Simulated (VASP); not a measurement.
# Li5Sb2 (R-3m) in VASP: single point with r2SCAN

Aim: the single point of Li5Sb2 with r2SCAN.

Program: VASP 6.6.1. These are calculated values, not measurements. Logs are shortened: lines on timing, memory, paths and dates and some standing lists are left out, and cuts for length are marked.

### Step 1. The cell of the first run

It takes space group R-3m (No. 166, trigonal). Conventional cell: a = 4.765 Å, b = 4.765 Å, c = 19.935 Å, α = 90.00°, β = 90.00°, γ = 120.00°. Within 3.6 Å of Sb (site symmetry 3m) lie 13 Li at 2.74 to 3.33 Å and 1 Sb at 2.90 Å. Li (site symmetry -3m) has 8 Li at 2.88 to 2.95 Å and 6 Sb at 3.33 Å within 3.8 Å. Li (site symmetry 3m) has 4 Sb at 2.74 to 2.93 Å and 10 Li at 2.83 to 3.45 Å within 3.6 Å. Li (site symmetry 3m) has 8 Li at 2.83 to 3.45 Å and 6 Sb at 2.95 to 3.30 Å within 3.7 Å.

### Step 2. Single point, r2SCAN

Contents of POSCAR:

```
Li5Sb2
1.0
    2.3825400000      4.1266800000      0.0000000000
   -2.3825400000      4.1266800000      0.0000000000
    0.0000000000     -2.7511200000      6.6449750000
Sb Li
2 5
Direct
    0.0727000000      0.0727000000      0.2181000000
    0.9273000000      0.9273000000      0.7819000000
    0.5000000000      0.5000000000      0.5000000000
    0.2100000000      0.2100000000      0.6300000000
    0.7900000000      0.7900000000      0.3700000000
    0.3520000000      0.3520000000      0.0560000000
    0.6480000000      0.6480000000      0.9440000000
```

Contents of INCAR.step1:

```
SYSTEM = Li5Sb2
PREC = Accurate
ENCUT = 520
ISMEAR = -1
SIGMA = 0.1
LREAL = .False.
LASPH = .True.
NELM = 100
NBANDS = 22
GGA = PE
ALGO = Normal
EDIFF = 1E-4
LWAVE = .True.
LCHARG = .False.
```

Contents of INCAR.step2:

```
SYSTEM = Li5Sb2
PREC = Accurate
ENCUT = 520
EDIFF = 1E-7
ISMEAR = -1
SIGMA = 0.1
LREAL = .False.
LASPH = .True.
NELM = 100
ALGO = Normal
ISIF = 2
LWAVE = .False.
LCHARG = .False.
METAGGA = R2SCAN
LMIXTAU = .True.
NBANDS = 22
ISTART = 1
```

Contents of KPOINTS:

```
Automatic mesh
0
Gamma
  8 8 8
  0 0 0
```

Potentials or basis: VASP PAW PBE potentials, release 64 (Sb, Li_sv).

Command:

```bash
cat potpaw_PBE.64/Sb/POTCAR potpaw_PBE.64/Li_sv/POTCAR > POTCAR
cp INCAR.step1 INCAR
mpirun -np 1 vasp_std > vasp.out
cp INCAR.step2 INCAR
mpirun -np 1 vasp_std > vasp.out
```

OUTCAR:

```text
SYSTEM = Li5Sb2
   PREC = Accurate
   ENCUT = 520
   EDIFF = 1E-7
   ISMEAR = -1
   LREAL = .False.
   LASPH = .True.
   NELM = 100
   ISIF = 2
   METAGGA = R2SCAN
   ISTART = 1

 ion  position               nearest neighbor table
   1  0.073  0.073  0.218-   4 2.74   2 2.90   5 2.93   5 2.93   5 2.93   6 2.95   6 2.95   6 2.95

   2  0.927  0.927  0.782-   5 2.74   1 2.90   4 2.93   4 2.93   4 2.93   7 2.95   7 2.95   7 2.95

   3  0.500  0.500  0.500-
   4  0.210  0.210  0.630-   1 2.74   2 2.93   2 2.93   2 2.93
   5  0.790  0.790  0.370-   2 2.74   1 2.93   1 2.93   1 2.93
   6  0.352  0.352  0.056-   1 2.95   1 2.95   1 2.95
   7  0.648  0.648  0.944-   2 2.95   2 2.95   2 2.95

  LATTYP: Found a trigonal (rhomboedric) cell.
 ALAT       =     7.1919646075
 COS(alpha) =     0.7805097092

  Lattice vectors:

 A1 = (   2.3825400000,   1.3755600000,   6.6449750000)
 A2 = (  -2.3825400000,   1.3755600000,   6.6449750000)
 A3 = (   0.0000000000,  -2.7511200000,   6.6449750000)

Analysis of symmetry for initial positions (statically):
=====================================================================
 Subroutine PRICEL returns:
 Original cell was already a primitive cell.

 Routine SETGRP: Setting up the symmetry group for a
 trigonal (rhombohedral) supercell.

 Subroutine GETGRP returns: Found 12 space group operations
 (whereof 12 operations were pure point group operations)
 out of a pool of 12 trial point group operations.

The static configuration has the point symmetry D_3d.

Analysis of symmetry for dynamics (positions and initial velocities):
=====================================================================
 Subroutine PRICEL returns:
 Original cell was already a primitive cell.

 Routine SETGRP: Setting up the symmetry group for a
 trigonal (rhombohedral) supercell.

 Subroutine GETGRP returns: Found 12 space group operations
 (whereof 12 operations were pure point group operations)
 out of a pool of 12 trial point group operations.

The dynamic configuration has the point symmetry D_3d.

 Subroutine INISYM returns: Found 12 space group operations
 (whereof 12 operations are pure point group operations),
 and found     1 'primitive' translations

----------------------------------------------------------------------------------------

                                     Primitive cell

  volume of cell :     130.6665

  direct lattice vectors                    reciprocal lattice vectors
     2.382540000  4.126680000  0.000000000     0.209860065  0.121162775  0.050163219
    -2.382540000  4.126680000  0.000000000    -0.209860065  0.121162775  0.050163219
     0.000000000 -2.751120000  6.644975000     0.000000000  0.000000000  0.150489656

  length of vectors
     4.765079713  4.765079713  7.191964544     0.247463156  0.247463156  0.150489656

  position of ions in fractional coordinates (direct lattice)
     0.072700000  0.072700000  0.218100000
     0.927300000  0.927300000  0.781900000
     0.500000000  0.500000000  0.500000000
     0.210000000  0.210000000  0.630000000
     0.790000000  0.790000000  0.370000000
     0.352000000  0.352000000  0.056000000
     0.648000000  0.648000000  0.944000000

  ion indices of the primitive-cell ions
   primitive index   ion index
                 1           1
                 2           2
                 3           3
                 4           4
                 5           5
                 6           6
                 7           7

----------------------------------------------------------------------------------------

 KPOINTS: Automatic mesh

Automatic generation of k-mesh.
 Grid dimensions read from file:
 generate k-points for:    8    8    8

 Generating k-lattice:

  Cartesian coordinates                     Fractional coordinates (reciprocal lattice)
     0.026232508  0.015145347  0.006270402     0.125000000  0.000000000  0.000000000
    -0.026232508  0.015145347  0.006270402     0.000000000  0.125000000  0.000000000
     0.000000000  0.000000000  0.018811207     0.000000000  0.000000000  0.125000000

  Length of vectors
     0.030932894  0.030932894  0.018811207

  Shift w.r.t. Gamma in fractional coordinates (k-lattice)
     0.000000000  0.000000000  0.000000000

 Subroutine IBZKPT returns following result:
 ===========================================

 Found     65 irreducible k-points:

 Following reciprocal coordinates:
            Coordinates               Weight
  0.000000  0.000000  0.000000      1.000000
  0.125000  0.000000  0.000000      6.000000
  0.250000  0.000000  0.000000      6.000000
  0.375000  0.000000 -0.000000      6.000000
  0.500000  0.000000  0.000000      3.000000
  0.125000  0.125000  0.000000      6.000000
[... 16 lines left out ...]
  0.125000  0.000000  0.125000      6.000000
  0.250000  0.000000  0.125000      6.000000
 [... further k-points ...]
   k-points           NKPTS =     65   k-points in BZ     NKDIM =     65   number of bands    NBANDS=     22
   number of dos      NEDOS =    301   number of ions     NIONS =      7
   total plane-waves  NPLWV =  69984
   dimension x,y,z NGX =    36 NGY =   36 NGZ =   54
   dimension x,y,z NGXF=    72 NGYF=   72 NGZF=  108
   ions per type =               2   5
   NGX,Y,Z   is equivalent  to a cutoff of  12.56, 12.56, 12.48 a.u.
   NGXF,Y,Z  is equivalent  to a cutoff of  25.12, 25.12, 24.96 a.u.
 SYSTEM =  Li5Sb2
   PREC   = accura    normal or accurate (medium, high low for compatibility)
   ISTART =      1    job   : 0-new  1-cont  2-samecut
   ICHARG =      0    charge: 1-file 2-atom 10-const
   ISPIN  =      1    spin polarized calculation?
   LNONCOLLINEAR =      F non collinear calculations
   LSORBIT =      F    spin-orbit coupling
   LASPH  =      T    aspherical Exc in radial PAW
   ENCUT  =  520.0 eV  38.22 Ry    6.18 a.u.   8.86  8.86 13.37*2*pi/ulx,y,z
   NELM   =    100;   NELMIN=  2; NELMDL=  0     # of ELM steps
   EDIFF  = 0.1E-06   stopping-criterion for ELM
   LREAL  =      F    real-space projection
   EDIFFG = 0.1E-05   stopping-criterion for IOM
   NSW    =      0    number of steps for IOM
   IBRION =     -1    ionic relax: 0-MD 1-quasi-New 2-CG
   NFREE  =      0    steps in history (QN), initial steepest desc. (CG)
   ISIF   =      2    stress and relaxation
   ISYM   =      2    0-nonsym 1-usesym 2-fastsym
   POTIM  = 0.5000    time-step for ionic-motion
   TEBEG  =    0.0;   TEEND  =   0.0 temperature during run
   PSTRESS=    0.0 pullay stress
   NELECT =      25.0000    total number of electrons
   NUPDOWN=      -1.0000    fix difference up-down
   EMIN   =  10.00;   EMAX   =-10.00  energy-range for DOS
   EFERMI =   0.00;   METHOD = LEGACY
   ISMEAR =    -1;   SIGMA  =   0.10  broadening in eV -4-tet -1-fermi 0-gaus
   EFERMI_NEDOS =   21; number of points for ismear=-14 and -15
   IALGO  =     38    algorithm
   IMIX   =      4    mixing-type and parameters
     AMIX     =   0.40;   BMIX     =  1.00
     AMIX_MAG =   1.60;   BMIX_MAG =  1.00
  volume/ion in A,a.u.               =      18.67       125.97
  Fermi-wavevector in a.u.,A,eV,Ry     =   0.943337  1.782648 12.107608  0.889884
  Thomas-Fermi vector in A             =   2.071034
   LORBIT       =      0    0 simple, 1 ext, 2 COOP (PROOUT), +10 PAW based schemes
   METAGGA = R2SCAN    functional components
   LHFCALC =     F    Hartree Fock is set to
   AEXX    =    0.0000 exact exchange contribution
   IVDW    =     0    specifies the selected vdW correction
   LEPSILON=     F    determine dielectric tensor
   LRPA    =     F    only Hartree local field effects (RPA)
 non-spin polarized calculation
  energy-cutoff  :      520.00
  volume of cell :      130.67
 maximum number of plane-waves:      3540
   NGX = 17   NGY = 17   NGZ = 27

 number of electron      25.0000000 magnetization

 Free energy of the ion-electron system (eV)
  ---------------------------------------------------
  ext. energy  EPLUGINS =         0.00000000
  ---------------------------------------------------
  free energy    TOTEN  =       -67.13150071 eV

  energy without entropy =      -67.08966397  energy(sigma->0) =      -67.11058234

 E-fermi :   4.9290     XC(G=0):  -9.0962

 val. band max:        4.9289596108   @ k =  -0.2500   0.3750   0.1250
 cond. band min:       4.9341310770   @ k =   0.5000   0.1250   0.1250
 fundamental gap:      0.0051714662
 Fermi energy:         4.9289660689

 k-point     1 :       0.0000    0.0000    0.0000
  band No.  band energies     occupation
      1     -44.4739      2.00000
      2     -44.4557      2.00000
      3     -44.4208      2.00000
      4     -43.6013      2.00000
      5     -43.5962      2.00000
      6      -6.4309      2.00000
[... 14 lines left out ...]
     21      10.1293      0.00000
     22      10.5441      0.00000

 k-point     2 :       0.1250    0.0000    0.0000
  band No.  band energies     occupation
      1     -44.4732      2.00000
      2     -44.4562      2.00000
      3     -44.4207      2.00000
      4     -43.6011      2.00000
      5     -43.5964      2.00000
      6      -6.3740      2.00000
[... 14 lines left out ...]
     21       9.8706      0.00000
     22      10.4862      0.00000

 k-point     3 :       0.2500    0.0000    0.0000
  band No.  band energies     occupation
      1     -44.4715      2.00000
      2     -44.4579      2.00000
      3     -44.4207      2.00000
      4     -43.6006      2.00000
      5     -43.5969      2.00000
      6      -6.2260      2.00000
[... 14 lines left out ...]
     21       9.7646      0.00000
     22      10.5932      0.00000

 k-point     4 :       0.3750    0.0000   -0.0000
  band No.  band energies     occupation
      1     -44.4692      2.00000
      2     -44.4602      2.00000
      3     -44.4207      2.00000
      4     -43.6001      2.00000
      5     -43.5975      2.00000
      6      -6.0598      2.00000
[... 14 lines left out ...]
     21      10.8613      0.00000
     22      10.9004      0.00000

 k-point     5 :       0.5000    0.0000    0.0000
  band No.  band energies     occupation
      1     -44.4678      2.00000
      2     -44.4617      2.00000
      3     -44.4206      2.00000
      4     -43.5997      2.00000
      5     -43.5979      2.00000
      6      -5.9841      2.00000
[... 14 lines left out ...]
     21      11.7822      0.00000
     22      12.0130      0.00000

 k-point     6 :       0.1250    0.1250    0.0000
  band No.  band energies     occupation
      1     -44.4732      2.00000
      2     -44.4563      2.00000
      3     -44.4207      2.00000
      4     -43.6011      2.00000
      5     -43.5964      2.00000
      6      -6.3658      2.00000
[... 14 lines left out ...]
     21       9.6556      0.00000
     22      10.0631      0.00000

 k-point     7 :       0.2500    0.1250   -0.0000
  band No.  band energies     occupation
      1     -44.4720      2.00000
      2     -44.4574      2.00000
      3     -44.4207      2.00000
      4     -43.6008      2.00000
      5     -43.5967      2.00000
      6      -6.2560      2.00000
[... 324 lines left out ...]
      6      -5.8864      2.00000
[... 14 lines left out ...]
     21      10.7172      0.00000
     22      11.3193      0.00000

 k-point    21 :       0.5000    0.5000    0.0000
  band No.  band energies     occupation
      1     -44.4676      2.00000
      2     -44.4618      2.00000
      3     -44.4206      2.00000
      4     -43.5996      2.00000
      5     -43.5979      2.00000
      6      -5.9097      2.00000
[... 14 lines left out ...]
     21      12.0122      0.00000
     22      12.2526      0.00000

 k-point    22 :       0.0000    0.0000    0.1250
  band No.  band energies     occupation
      1     -44.4739      2.00000
      2     -44.4557      2.00000
      3     -44.4208      2.00000
      4     -43.6012      2.00000
      5     -43.5963      2.00000
      6      -6.4067      2.00000
[... 14 lines left out ...]
     21      10.0902      0.00000
     22      10.0908      0.00000

 k-point    23 :       0.1250    0.0000    0.1250
  band No.  band energies     occupation
      1     -44.4732      2.00000
      2     -44.4563      2.00000
      3     -44.4207      2.00000
      4     -43.6011      2.00000
      5     -43.5964      2.00000
      6      -6.3362      2.00000
[... 14 lines left out ...]
     21       9.9949      0.00000
     22      10.6526      0.00000

 k-point    24 :       0.2500    0.0000    0.1250
  band No.  band energies     occupation
      1     -44.4715      2.00000
      2     -44.4580      2.00000
      3     -44.4207      2.00000
      4     -43.6007      2.00000
      5     -43.5969      2.00000
      6      -6.1836      2.00000
[... 14 lines left out ...]
     21      10.5566      0.00000
     22      11.0499      0.00000

 [... further k-points ...]
[... 5 lines left out ...]
  --------------------------------------------------------------------------------------
  -------------------------------------------------------------------------------------
  Total       -2.8521050     -2.8521046      7.4519123      0.0000000      0.0000000      0.0000000
  in kB      -34.9712982    -34.9712926     91.3721774      0.0000000      0.0000000      0.0000000
  external PRESSURE =       7.1431955 kB  Pullay stress =       0.0000000 kB

 VOLUME and BASIS-vectors are now :
 -----------------------------------------------------------------------------
  energy-cutoff  :      520.00
  volume of cell :      130.67
      direct lattice vectors                 reciprocal lattice vectors
     2.382540000  4.126680000  0.000000000     0.209860065  0.121162775  0.050163219
    -2.382540000  4.126680000  0.000000000    -0.209860065  0.121162775  0.050163219
     0.000000000 -2.751120000  6.644975000     0.000000000  0.000000000  0.150489656

 POSITION                                       TOTAL-FORCE (eV/Angst)
 -----------------------------------------------------------------------------------
      0.00000     -0.00000      1.44927         0.000000      0.000000      1.698192
      0.00000      5.50224      5.19571         0.000000     -0.000000     -1.698192
      0.00000      2.75112      3.32249         0.000000     -0.000000      0.000000
      0.00000      0.00000      4.18633         0.000000      0.000000      0.347238
      0.00000      5.50224      2.45864         0.000000     -0.000000     -0.347238
      0.00000      2.75112      0.37212         0.000000      0.000000      0.142002
      0.00000      2.75112      6.27286         0.000000     -0.000000     -0.142002
 -----------------------------------------------------------------------------------
    total drift:                                0.000000      0.000000     -0.000000

  FREE ENERGIE OF THE ION-ELECTRON SYSTEM (eV)
  ---------------------------------------------------
  free  energy   TOTEN  =       -67.1315007052 eV

  energy  without entropy=      -67.0896639671  energy(sigma->0) =      -67.11058234
```

Wall time 11 min (1 thread of Intel Xeon Platinum 8488C (Sapphire Rapids), shared host); peak memory 0.37 GiB.

Results:

| Item | Value |
| --- | --- |
| Free energy | -67.1315 eV |
| Largest force | 1.698 eV/Å |

Forces in eV/Å, atoms in the order of the input:
```
Sb   0.000  0.000  1.698
Sb   0.000  0.000 -1.698
Li   0.000  0.000  0.000
Li   0.000  0.000  0.347
Li   0.000  0.000 -0.347
Li   0.000  0.000  0.142
Li   0.000  0.000 -0.142
```

Caveat: the cutoff is under 1.25 times the usual one of these potentials, so pressure, stress and relaxed cells hold a basis-set (Pulay) error; the PAW data sets were made with another functional, which shifts forces and pressure a little; spin-orbit coupling is left out, which moves the levels of the heavy elements.
